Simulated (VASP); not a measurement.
# InSe (C2/m) in VASP: single point with PBEsol

Aim: the single point of InSe with PBEsol.

Program: VASP 6.6.1. These are calculated values, not measurements. Logs are shortened: lines on timing, memory, paths and dates and some standing lists are left out, and cuts for length are marked.

## Step 1: The cell of the first run

The structure is monoclinic, space group C2/m (No. 12). The conventional cell has a = 11.535 Å, b = 4.068 Å, c = 5.022 Å, α = 90.00°, β = 109.86°, γ = 90.00°. In (site symmetry m) has 3 Se at 2.65 to 2.66 Å and 1 In at 2.77 Å within 3.5 Å. Se (site symmetry m) has 7 In at 2.65 to 4.14 Å and 7 Se at 3.52 to 4.07 Å within 4.2 Å.

## Step 2: Single point, PBEsol

INCAR

```
SYSTEM = InSe
PREC = Accurate
ENCUT = 520
EDIFF = 1E-6
ISMEAR = -1
SIGMA = 0.02
LREAL = .FALSE.
LASPH = .TRUE.
NELM = 100
ALGO = Normal
ISIF = 2
LWAVE = .FALSE.
LCHARG = .TRUE.
GGA = PS
LELF = .TRUE.
LVHAR = .TRUE.
NBANDS = 27
```

KPOINTS

```
regular mesh
0
G
  9 9 8
  0 0 0
```

POSCAR

```
InSe
1.0
    5.7675364008     -2.0338935061      0.0000000000
    5.7675364008      2.0338935061      0.0000000000
   -1.7058254298      0.0000000000      4.7231491295
In Se
2 2
Direct
    0.8882032500      0.8882032500      0.0468413600
    0.1117967500      0.1117967500      0.9531586400
    0.6609275900      0.6609275900      0.6689556200
    0.3390724100      0.3390724100      0.3310443800
```

Potentials or basis: VASP PAW PBE potentials, release 64 (In_d, Se).

Started as:

```bash
> cat potpaw_PBE.64/In_d/POTCAR potpaw_PBE.64/Se/POTCAR > POTCAR
> mpirun -np 1 vasp_std > vasp.out
```

OUTCAR:

```text
SYSTEM = InSe
   PREC = Accurate
   ENCUT = 520
   EDIFF = 1E-6
   ISMEAR = -1
   LREAL = .FALSE.
   LASPH = .TRUE.
   NELM = 100
   ISIF = 2
   GGA = PS

 ion  position               nearest neighbor table
   1  0.888  0.888  0.047-   4 2.65   4 2.65   3 2.66   2 2.77   2 3.67   2 3.67
   2  0.112  0.112  0.953-   3 2.65   3 2.65   4 2.66   1 2.77   1 3.67   1 3.67
   3  0.661  0.661  0.669-   2 2.65   2 2.65   1 2.66
   4  0.339  0.339  0.331-   1 2.65   1 2.65   2 2.66

  LATTYP: Found a base centered monoclinic cell.
 ALAT       =    11.5350728016
 B/A-ratio  =     0.3526451096
 C/A-ratio  =     0.4353462338
 COS(beta)  =    -0.3396874117

  Lattice vectors:

 A1 = (   5.7675364008,  -2.0338935061,   0.0000000000)
 A2 = (   5.7675364008,   2.0338935061,   0.0000000000)
 A3 = (  -1.7058254298,   0.0000000000,   4.7231491295)

Analysis of symmetry for initial positions (statically):
=====================================================================
 Subroutine PRICEL returns:
 Original cell was already a primitive cell.

 Routine SETGRP: Setting up the symmetry group for a
 base centered monoclinic supercell.

 Subroutine GETGRP returns: Found  4 space group operations
 (whereof  4 operations were pure point group operations)
 out of a pool of  4 trial point group operations.

The static configuration has the point symmetry C_2h.

Analysis of symmetry for dynamics (positions and initial velocities):
=====================================================================
 Subroutine PRICEL returns:
 Original cell was already a primitive cell.

 Routine SETGRP: Setting up the symmetry group for a
 base centered monoclinic supercell.

 Subroutine GETGRP returns: Found  4 space group operations
 (whereof  4 operations were pure point group operations)
 out of a pool of  4 trial point group operations.

The dynamic configuration has the point symmetry C_2h.

 Subroutine INISYM returns: Found  4 space group operations
 (whereof  4 operations are pure point group operations),
 and found     1 'primitive' translations

----------------------------------------------------------------------------------------

                                     Primitive cell

  volume of cell :     110.8103

  direct lattice vectors                    reciprocal lattice vectors
     5.767536401 -2.033893506  0.000000000     0.086692127 -0.245833913  0.031309965
     5.767536401  2.033893506  0.000000000     0.086692127  0.245833913  0.031309965
    -1.705825430  0.000000000  4.723149130     0.000000000  0.000000000  0.211723148

  length of vectors
     6.115651963  6.115651963  5.021750501     0.262545523  0.262545523  0.211723148

  position of ions in fractional coordinates (direct lattice)
     0.888203250  0.888203250  0.046841360
     0.111796750  0.111796750  0.953158640
     0.660927590  0.660927590  0.668955620
     0.339072410  0.339072410  0.331044380

  ion indices of the primitive-cell ions
   primitive index   ion index
                 1           1
                 2           2
                 3           3
                 4           4

----------------------------------------------------------------------------------------

 KPOINTS: regular mesh

Automatic generation of k-mesh.
 Grid dimensions read from file:
 generate k-points for:    9    9    8

 Generating k-lattice:

  Cartesian coordinates                     Fractional coordinates (reciprocal lattice)
     0.009632459 -0.027314879  0.003478885     0.111111111  0.000000000 -0.000000000
     0.009632459  0.027314879  0.003478885     0.000000000  0.111111111 -0.000000000
     0.000000000  0.000000000  0.026465393     0.000000000  0.000000000  0.125000000

  Length of vectors
     0.029171725  0.029171725  0.026465393

  Shift w.r.t. Gamma in fractional coordinates (k-lattice)
     0.000000000  0.000000000  0.000000000

 Subroutine IBZKPT returns following result:
 ===========================================

 Found    185 irreducible k-points:

 Following reciprocal coordinates:
            Coordinates               Weight
  0.000000  0.000000  0.000000      1.000000
  0.111111  0.000000  0.000000      4.000000
  0.222222  0.000000  0.000000      4.000000
  0.333333  0.000000  0.000000      4.000000
  0.444444  0.000000  0.000000      4.000000
  0.111111  0.111111  0.000000      2.000000
[... 16 lines left out ...]
 -0.333333  0.333333  0.000000      2.000000
  0.444444  0.444444  0.000000      2.000000
 [... further k-points ...]
   k-points           NKPTS =    185   k-points in BZ     NKDIM =    185   number of bands    NBANDS=     27
   number of dos      NEDOS =    301   number of ions     NIONS =      4
   total plane-waves  NPLWV =  92160
   dimension x,y,z NGX =    48 NGY =   48 NGZ =   40
   dimension x,y,z NGXF=    96 NGYF=   96 NGZF=   80
   ions per type =               2   2
   NGX,Y,Z   is equivalent  to a cutoff of  13.05, 13.05, 13.24 a.u.
   NGXF,Y,Z  is equivalent  to a cutoff of  26.10, 26.10, 26.48 a.u.
 SYSTEM =  InSe
   PREC   = accura    normal or accurate (medium, high low for compatibility)
   ISTART =      0    job   : 0-new  1-cont  2-samecut
   ICHARG =      2    charge: 1-file 2-atom 10-const
   ISPIN  =      1    spin polarized calculation?
   LNONCOLLINEAR =      F non collinear calculations
   LSORBIT =      F    spin-orbit coupling
   LASPH  =      T    aspherical Exc in radial PAW
   ENCUT  =  520.0 eV  38.22 Ry    6.18 a.u.  11.37 11.37  9.34*2*pi/ulx,y,z
   NELM   =    100;   NELMIN=  2; NELMDL= -5     # of ELM steps
   EDIFF  = 0.1E-05   stopping-criterion for ELM
   LREAL  =      F    real-space projection
   EDIFFG = 0.1E-04   stopping-criterion for IOM
   NSW    =      0    number of steps for IOM
   IBRION =     -1    ionic relax: 0-MD 1-quasi-New 2-CG
   NFREE  =      0    steps in history (QN), initial steepest desc. (CG)
   ISIF   =      2    stress and relaxation
   ISYM   =      2    0-nonsym 1-usesym 2-fastsym
   POTIM  = 0.5000    time-step for ionic-motion
   TEBEG  =    0.0;   TEEND  =   0.0 temperature during run
   PSTRESS=    0.0 pullay stress
   NELECT =      38.0000    total number of electrons
   NUPDOWN=      -1.0000    fix difference up-down
   EMIN   =  10.00;   EMAX   =-10.00  energy-range for DOS
   EFERMI =   0.00;   METHOD = LEGACY
   ISMEAR =    -1;   SIGMA  =   0.02  broadening in eV -4-tet -1-fermi 0-gaus
   EFERMI_NEDOS =   21; number of points for ismear=-14 and -15
   IALGO  =     38    algorithm
   IMIX   =      4    mixing-type and parameters
     AMIX     =   0.40;   BMIX     =  1.00
     AMIX_MAG =   1.60;   BMIX_MAG =  1.00
  volume/ion in A,a.u.               =      27.70       186.95
  Fermi-wavevector in a.u.,A,eV,Ry     =   1.145889  2.165417 17.865294  1.313062
  Thomas-Fermi vector in A             =   2.282576
   LORBIT       =      0    0 simple, 1 ext, 2 COOP (PROOUT), +10 PAW based schemes
   GGA     = PS    functional components
   LHFCALC =     F    Hartree Fock is set to
   AEXX    =    0.0000 exact exchange contribution
   IVDW    =     0    specifies the selected vdW correction
   LEPSILON=     F    determine dielectric tensor
   LRPA    =     F    only Hartree local field effects (RPA)
 non-spin polarized calculation
  energy-cutoff  :      520.00
  volume of cell :      110.81
 maximum number of plane-waves:      3012
 NGX is ok and might be reduce to    48
   NGX = 23   NGY = 23   NGZ = 19

 number of electron      38.0000000 magnetization

 Free energy of the ion-electron system (eV)
  ---------------------------------------------------
  ext. energy  EPLUGINS =         0.00000000
  ---------------------------------------------------
  free energy    TOTEN  =       -15.50920293 eV

  energy without entropy =      -15.50920293  energy(sigma->0) =      -15.50920293

 E-fermi :   4.5285     XC(G=0):  -9.4065

 val. band max:        4.0908339214   @ k =  -0.3333  -0.3333   0.2500
 cond. band min:       5.2149539426   @ k =   0.0000   0.0000   0.5000
 fundamental gap:      1.1241200212
 Fermi energy:         4.5284913241

 k-point     1 :       0.0000    0.0000    0.0000
  band No.  band energies     occupation
      1     -10.4161      2.00000
      2     -10.2731      2.00000
      3     -10.0718      2.00000
      4     -10.0410      2.00000
      5      -9.9956      2.00000
      6      -9.9918      2.00000
[... 19 lines left out ...]
     26      10.8921      0.00000
     27      12.3556      0.00000

 k-point     2 :       0.1111    0.0000    0.0000
  band No.  band energies     occupation
      1     -10.4130      2.00000
      2     -10.2714      2.00000
      3     -10.1321      2.00000
      4     -10.0259      2.00000
      5     -10.0095      2.00000
      6      -9.9814      2.00000
[... 19 lines left out ...]
     26      10.8856      0.00000
     27      12.8384      0.00000

 k-point     3 :       0.2222    0.0000    0.0000
  band No.  band energies     occupation
      1     -10.4078      2.00000
      2     -10.2707      2.00000
      3     -10.2198      2.00000
      4     -10.0370      2.00000
      5     -10.0068      2.00000
      6      -9.9701      2.00000
[... 19 lines left out ...]
     26      10.8495      0.00000
     27      12.2753      0.00000

 k-point     4 :       0.3333    0.0000    0.0000
  band No.  band energies     occupation
      1     -10.4121      2.00000
      2     -10.3008      2.00000
      3     -10.2442      2.00000
      4     -10.0672      2.00000
      5      -9.9930      2.00000
      6      -9.9879      2.00000
[... 19 lines left out ...]
     26      11.4230      0.00000
     27      12.0657      0.00000

 k-point     5 :       0.4444    0.0000    0.0000
  band No.  band energies     occupation
      1     -10.4257      2.00000
      2     -10.3196      2.00000
      3     -10.2387      2.00000
      4     -10.0879      2.00000
      5     -10.0012      2.00000
      6      -9.9861      2.00000
[... 19 lines left out ...]
     26      10.9253      0.00000
     27      12.6081      0.00000

 k-point     6 :       0.1111    0.1111    0.0000
  band No.  band energies     occupation
      1     -10.4117      2.00000
      2     -10.2724      2.00000
      3     -10.0812      2.00000
      4     -10.0389      2.00000
      5     -10.0012      2.00000
      6      -9.9958      2.00000
[... 444 lines left out ...]
      1     -10.3917      2.00000
      2     -10.2399      2.00000
      3     -10.1275      2.00000
      4     -10.0980      2.00000
      5     -10.0436      2.00000
      6      -9.9857      2.00000
[... 19 lines left out ...]
     26      10.3719      0.00000
     27      11.4342      0.00000

 k-point    22 :      -0.4444    0.3333   -0.0000
  band No.  band energies     occupation
      1     -10.4059      2.00000
      2     -10.2381      2.00000
      3     -10.1670      2.00000
      4     -10.1008      2.00000
      5     -10.0659      2.00000
      6      -9.9682      2.00000
[... 19 lines left out ...]
     26      10.3990      0.00000
     27      10.5808      0.00000

 k-point    23 :      -0.3333    0.3333    0.0000
  band No.  band energies     occupation
      1     -10.4215      2.00000
      2     -10.2515      2.00000
      3     -10.2398      2.00000
      4     -10.0751      2.00000
      5     -10.0558      2.00000
      6      -9.9733      2.00000
[... 19 lines left out ...]
     26      10.1919      0.00000
     27      10.4753      0.00000

 k-point    24 :       0.4444    0.4444    0.0000
  band No.  band energies     occupation
      1     -10.3844      2.00000
      2     -10.2242      2.00000
      3     -10.1402      2.00000
      4     -10.1038      2.00000
      5     -10.0164      2.00000
      6      -9.9995      2.00000
[... 19 lines left out ...]
     26      10.8730      0.00000
     27      12.0396      0.00000

 [... further k-points ...]

------------------------ aborting loop because EDIFF is reached ----------------------------------------

  FORCE on cell =-STRESS in cart. coord.  units (eV):
  Direction    XX          YY          ZZ          XY          YZ          ZX
  --------------------------------------------------------------------------------------
  -------------------------------------------------------------------------------------
  Total        0.2963289      0.4170972      0.3262047      0.0000000      0.0000000      0.0453591
  in kB        4.2845414      6.0306986      4.7165084      0.0000000      0.0000000      0.6558354
  external PRESSURE =       5.0105828 kB  Pullay stress =       0.0000000 kB

 VOLUME and BASIS-vectors are now :
 -----------------------------------------------------------------------------
  energy-cutoff  :      520.00
  volume of cell :      110.81
      direct lattice vectors                 reciprocal lattice vectors
     5.767536401 -2.033893506  0.000000000     0.086692127 -0.245833913  0.031309965
     5.767536401  2.033893506  0.000000000     0.086692127  0.245833913  0.031309965
    -1.705825430  0.000000000  4.723149130     0.000000000  0.000000000  0.211723148

 POSITION                                       TOTAL-FORCE (eV/Angst)
 -----------------------------------------------------------------------------------
     10.16559      0.00000      0.22124         0.125938      0.000000     -0.042218
     -0.33634      0.00000      4.50191        -0.125938      0.000000      0.042218
      6.48273      0.00000      3.15958         0.027496      0.000000     -0.326444
      3.34652      0.00000      1.56357        -0.027496      0.000000      0.326444
 -----------------------------------------------------------------------------------
    total drift:                               -0.000000     -0.000000      0.000000

  FREE ENERGIE OF THE ION-ELECTRON SYSTEM (eV)
  ---------------------------------------------------
  free  energy   TOTEN  =       -15.5092029340 eV

  energy  without entropy=      -15.5092029340  energy(sigma->0) =      -15.50920293
```

Run time: 8 min. Hardware: 1 thread of Oxide Virtual Turin-like, shared host; peak memory 0.6 GiB.

Results:

- Free energy: -15.5092 eV
- Pressure: 0.5 GPa
- Largest force: 0.328 eV/Å
- Band gap on the k mesh: 1.12 eV (least direct gap 1.29 eV)

Forces in eV/Å, atoms in the order of the input:
```
In   0.126  0.000 -0.042
In  -0.126  0.000  0.042
Se   0.027  0.000 -0.326
Se  -0.027  0.000  0.326
```

Caveat: the PAW data sets were made with another functional, which shifts forces and pressure a little; spin-orbit coupling is left out, which moves the levels of the heavy elements.
